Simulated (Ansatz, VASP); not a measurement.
**One calculation of Zn3Se2S, two programs**

INCAR

```
ALGO = Normal ; EDIFF = 1E-7
EDIFFG = -0.025 ; ENCUT = 500
GGA = PE ; GGA_COMPAT = F
IBRION = 2 ; ISIF = 3
ISMEAR = 0 ; LASPH = T
LCHARG = F ; LREAL = F
LWAVE = F ; NELM = 120
NELMIN = 4 ; NSW = 80
PREC = Accurate ; SIGMA = 0.1
```

KPOINTS

```
k-points
0
Gamma
  2 2 2
```

The input POSCAR:

```
Zn3Se2S
1.0
   -0.1145479513      0.0102129701     -6.5069864478
   -0.1236802436      6.8660986016     -0.0107803092
    6.0910438097     -3.5402366894      0.1101777422
Zn Se S
6 4 2
Direct
    0.0007436693      0.5058936164      0.6808023993
    0.9712300393      0.1502230454      0.9987502622
   -0.0096300405      0.8254957719      0.3237645197
    0.4896582590      0.1919905512      0.6783246159
    0.4938683397      0.8264668316      0.9961270315
    0.5212381295      0.4898114599      0.3181704145
    0.6420154949      0.5119150705      0.6744607577
    0.6208600895      0.8372224286      0.3363562145
    0.1077909952      0.1841493129      0.6853317875
    0.1186128243      0.4864449707      0.3242206653
    0.6098529355      0.1519168104      0.9843966450
    0.1237593242      0.8384701306      0.9992946869
```

Input for Ansatz:

```yaml
crystal:
  lattice:
    - [-0.1145479513, 0.0102129701, -6.5069864478]
    - [-0.1236802436, 6.8660986016, -0.0107803092]
    - [6.0910438097, -3.5402366894, 0.1101777422]
  atoms:
    - { symbol: Zn, position: [0.0007436693, 0.5058936164, 0.6808023993] }
    - { symbol: Zn, position: [0.9712300393, 0.1502230454, 0.9987502622] }
    - { symbol: Zn, position: [-0.0096300405, 0.8254957719, 0.3237645197] }
    - { symbol: Zn, position: [0.489658259, 0.1919905512, 0.6783246159] }
    - { symbol: Zn, position: [0.4938683397, 0.8264668316, 0.9961270315] }
    - { symbol: Zn, position: [0.5212381295, 0.4898114599, 0.3181704145] }
    - { symbol: Se, position: [0.6420154949, 0.5119150705, 0.6744607577] }
    - { symbol: Se, position: [0.6208600895, 0.8372224286, 0.3363562145] }
    - { symbol: Se, position: [0.1077909952, 0.1841493129, 0.6853317875] }
    - { symbol: Se, position: [0.1186128243, 0.4864449707, 0.3242206653] }
    - { symbol: S, position: [0.6098529355, 0.1519168104, 0.984396645] }
    - { symbol: S, position: [0.1237593242, 0.8384701306, 0.9992946869] }
basis:
  ecutwfc: 420
kpoints:
  mp_grid: { grid: [2, 2, 2] }
hamiltonian:
  xc: pbe
scf:
  occupations: { method: gaussian, width: 0.1 }
  lower_state_search: "off"
output:
  forces: true
  stress: true
  eigenvalues: true
relax:
  adjacent_minimum: "off"
  f_tol: 0.025
  max_steps: 60
  cell: { stress_tol: 0.25 }
```

Change from the starting cell: cell x1, atoms moved at random (sigma 0.05 Å) and cell strained at random (1.5 %), then relaxed without symmetry.

Alike in both runs: task relaxation of cell and atoms; functional PBE; k mesh 2 × 2 × 2; occupations gaussian, width 0.1 eV; no spin polarisation.

|  | VASP | Ansatz |
| --- | --- | --- |
| version | VASP 6.6.1 | Ansatz 0.2.0 |
| potentials or method | VASP PAW PBE potentials, release 64 (Zn, Se, S), cutoff 500 eV | scalar-relativistic, plane waves, PAW |
| valence electrons in the cell | 108 | 148 |

Ansatz gave:

- gap on the k mesh at the Fermi level, each at its own relaxed structure (eV): 1.48
- relaxed volume (Å³/atom): 22.35
- relaxed cell length with the largest relative difference (Å): 6.519

Task: Which values does VASP return?

Result: gap on the k mesh at the Fermi level, each at its own relaxed structure (eV): 1.47; relaxed volume (Å³/atom): 22.40; relaxed cell length with the largest relative difference (Å): 6.527.

VASP's potentials hold 108 valence electrons a cell and Ansatz's 148, so a difference there can come from the potentials and not from the codes.

The k mesh is coarse, so the values compare programs but aren't converged.
